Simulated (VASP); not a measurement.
# Ga (Cmcm) in VASP: further runs, part 2 of 3

VASP 6.6.1.

**3. Relaxation of cell and atoms, PBEsol, target pressure 2 GPa, at which the enthalpy is minimised**

File INCAR:

```
SYSTEM = Ga
ALGO = Fast
EDIFF = 1E-6
EDIFFG = -0.01
ENCUT = 600
GGA = PS
IBRION = 2
ISIF = 3
ISMEAR = -1
LASPH = .True.
LCHARG = .False.
LREAL = .False.
LWAVE = .False.
NELM = 80
NSW = 60
PREC = Accurate
PSTRESS = 20.0
SIGMA = 0.05
```

File KPOINTS:

```
k-points
0
Gamma
  10 10 8
  0 0 0
```

File POSCAR:

```
Ga
1.0
    1.4500000000     -4.0650000000      0.0000000000
    1.4500000000      4.0650000000      0.0000000000
    0.0000000000      0.0000000000      3.1700000000
Ga
2
Direct
    0.1330000000      0.8670000000      0.7500000000
    0.8670000000      0.1330000000      0.2500000000
```

Potentials or basis: VASP PAW PBE potentials, release 64 (Ga_d).

Started as:

```bash
$ cat potpaw_PBE.64/Ga_d/POTCAR > POTCAR
$ mpirun -np 1 vasp_std > vasp.out
```

OUTCAR:

```text
SYSTEM = Ga
   EDIFF = 1E-6
   EDIFFG = -0.01
   ENCUT = 600
   GGA = PS
   IBRION = 2
   ISIF = 3
   ISMEAR = -1
   LASPH = .True.
   LREAL = .False.
   NELM = 80
   NSW = 60
   PREC = Accurate
   PSTRESS = 20.0

 ion  position               nearest neighbor table
   1  0.133  0.867  0.750-   2 2.68   2 2.68   2 2.87   2 2.87   2 2.87   2 2.87
   2  0.867  0.133  0.250-   1 2.68   1 2.68   1 2.87   1 2.87   1 2.87   1 2.87

  LATTYP: Found a base centered orthorhombic cell.
 ALAT       =     2.9000000000
 B/A-ratio  =     2.8034482759
 C/A-ratio  =     1.0931034483

  Lattice vectors:

 A1 = (   1.4500000000,  -4.0650000000,   0.0000000000)
 A2 = (   1.4500000000,   4.0650000000,   0.0000000000)
 A3 = (   0.0000000000,   0.0000000000,   3.1700000000)

Analysis of symmetry for initial positions (statically):
=====================================================================
 Subroutine PRICEL returns:
 Original cell was already a primitive cell.

 Routine SETGRP: Setting up the symmetry group for a
 base centered orthorhombic supercell.

 Subroutine GETGRP returns: Found  8 space group operations
 (whereof  4 operations were pure point group operations)
 out of a pool of  8 trial point group operations.

The static configuration has the point symmetry C_2h.
 The point group associated with its full space group is D_2h.

Analysis of symmetry for dynamics (positions and initial velocities):
=====================================================================
 Subroutine PRICEL returns:
 Original cell was already a primitive cell.

 Routine SETGRP: Setting up the symmetry group for a
 base centered orthorhombic supercell.

 Subroutine GETGRP returns: Found  8 space group operations
 (whereof  4 operations were pure point group operations)
 out of a pool of  8 trial point group operations.

The dynamic configuration has the point symmetry C_2h.
 The point group associated with its full space group is D_2h.

 Subroutine INISYM returns: Found  8 space group operations
[... 131 lines left out ...]
  energy-cutoff  :      600.00
  volume of cell :       37.37
 maximum number of plane-waves:      1273
   NGX = 17   NGY = 17   NGZ = 13

--------------------------------------- Ionic step        1  -------------------------------------------

 number of electron      26.0000010 magnetization

 Free energy of the ion-electron system (eV)
  ---------------------------------------------------
  ext. energy  EPLUGINS =         0.00000000
  ---------------------------------------------------
  free energy    TOTEN  =        -6.68051401 eV

  energy without entropy =       -6.67745153  energy(sigma->0) =       -6.67898277

------------------------ aborting loop because EDIFF is reached ----------------------------------------

  FORCE on cell =-STRESS in cart. coord.  units (eV):
  Direction    XX          YY          ZZ          XY          YZ          ZX
  --------------------------------------------------------------------------------------
  -------------------------------------------------------------------------------------
  Total       -0.8680558     -0.4107372     -0.1897448      0.0000000      0.0000000      0.0000000
  in kB      -37.2169187    -17.6098972     -8.1350935      0.0000000      0.0000000      0.0000000
  external PRESSURE =     -40.9873031 kB  Pullay stress =      20.0000000 kB
[... 97 lines left out ...]
  energy  without entropy=       -6.6856310111  energy(sigma->0) =       -6.68747125

  enthalpy is  TOTEN    =        -6.2563036602 eV   P V=        0.4330078372

[... ionic steps 4 to 8 ...]

--------------------------------------- Ionic step        9  -------------------------------------------

 number of electron      26.0000005 magnetization

------------------------ aborting loop because EDIFF is reached ----------------------------------------
[... 71 lines left out ...]
--------------------------------------- Ionic step       11  -------------------------------------------

 number of electron      26.0000005 magnetization

 Free energy of the ion-electron system (eV)
  ---------------------------------------------------
  ext. energy  EPLUGINS =         0.00000000
  ---------------------------------------------------
  free energy    TOTEN  =        -6.69218816 eV

  energy without entropy =       -6.68810734  energy(sigma->0) =       -6.69014775

 E-fermi :   6.2355     XC(G=0): -11.5221

 val. band max:        6.2326854065   @ k =   0.3000   0.1000   0.2500
 cond. band min:       6.2999924306   @ k =   0.2000   0.1000   0.0000
 fundamental gap:      0.0673070241
 Fermi energy:         6.2355099252

 k-point     1 :       0.0000    0.0000    0.0000
  band No.  band energies     occupation
      1      -9.0718      2.00000
      2      -9.0325      2.00000
      3      -8.9791      2.00000
      4      -8.9640      2.00000
      5      -8.7107      2.00000
      6      -8.6930      2.00000
[... 457 lines left out ...]
      4      -8.8303      2.00000
      5      -8.7976      2.00000
      6      -8.7812      2.00000
[... 9 lines left out ...]
     16      13.7423      0.00000
     17      13.7454      0.00000

 [... further k-points ...]
[... 5 lines left out ...]
  --------------------------------------------------------------------------------------
  -------------------------------------------------------------------------------------
  Total        0.4269417      0.4300378      0.4379323      0.0000000     -0.0000000      0.0000000
  in kB       19.6604889     19.8030633     20.1666010      0.0000000     -0.0000000      0.0000000
  external PRESSURE =      -0.1232823 kB  Pullay stress =      20.0000000 kB
[... 21 lines left out ...]
  energy  without entropy=       -6.6881073359  energy(sigma->0) =       -6.69014775

  enthalpy is  TOTEN    =        -6.2578736922 eV   P V=        0.4343144648

 reached required accuracy - stopping structural energy minimisation
```

OSZICAR:

```text
N       E                     dE             d eps       ncg     rms          rms(c)
DAV:   1     0.116463948871E+03    0.11646E+03   -0.15052E+04  5334   0.315E+03
DAV:   2     0.794730367998E+00   -0.11567E+03   -0.11441E+03  5614   0.390E+02
[... 83 lines left out ...]
  10 F= -.62578381E+01 E0= -.62557951E+01  d E =-.157096E-02
       N       E                     dE             d eps       ncg     rms          rms(c)
DAV:   1    -0.669281090692E+01   -0.13077E-02   -0.11494E-02  5347   0.176E+00    0.151E-01
RMM:   2    -0.669230466565E+01    0.50624E-03   -0.12259E-03  5637   0.504E-01    0.658E-02
RMM:   3    -0.669219529545E+01    0.10937E-03   -0.23155E-04  5445   0.203E-01    0.161E-02
RMM:   4    -0.669218768878E+01    0.76067E-05   -0.83030E-05  7138   0.927E-02    0.112E-03
RMM:   5    -0.669218815701E+01   -0.46823E-06   -0.75201E-06  5185   0.297E-02
  11 F= -.62578737E+01 E0= -.62558333E+01  d E =-.356304E-04
```

Wall time 15 min (1 thread of Intel Xeon Platinum 8259CL at 2.50GHz (Skylake/Cascade Lake), shared host); peak memory 0.27 GiB.

Results:

* Free energy: -6.6922 eV
* Relaxed volume: 17.40 Å³/atom
* Relaxed cell: a = 4.225 Å, b = 4.225 Å, c = 3.134 Å, α = 90.00°, β = 90.00°, γ = 141.54°
* Space group after relaxing (to 0.1 Å): Cmcm (No. 63)
* Energy change on relaxing (the run minimises the enthalpy): -5.8 meV/atom
* Ionic steps: 11
* Pressure after relaxing: 2.0 GPa
* Largest force after relaxing: 0.004 eV/Å
* Band gap on the k mesh: zero (bands 13 and 14 overlap by 9.45 eV)

Forces on the atoms (eV/Å):
```
Ga   0.000  0.004  0.000
Ga   0.000 -0.004  0.000
```

The path:
```csv
step,energy change (eV),largest force (eV/Å),pressure (GPa),volume (Å³)
1,0.0000,0.2112,-2.10,37.37
2,-0.0106,0.0780,1.98,34.84
3,-0.0088,0.0671,2.10,34.69
4,-0.0043,0.0500,3.02,34.38
5,-0.0080,0.0735,2.38,34.63
6,-0.0106,0.0002,2.18,34.71
7,-0.0109,0.0150,2.10,34.73
8,-0.0110,0.0160,2.14,34.74
9,-0.0110,0.0232,2.14,34.75
10,-0.0110,0.0108,2.09,34.74
11,-0.0117,0.0038,1.99,34.79
```

Final structure:
```
CELL_PARAMETERS angstrom
1.39153 -3.98911 0.00000
1.39153 3.98911 0.00000
0.00000 0.00000 3.13390
ATOMIC_POSITIONS crystal
Ga 0.13496 0.86504 0.75000
Ga 0.86504 0.13496 0.25000
```

Caveat: the cell is relaxed towards a set pressure, so the run minimises the enthalpy, not the energy; the PAW data sets were made with another functional, which shifts forces and pressure a little.

[end of part 2 of 3]
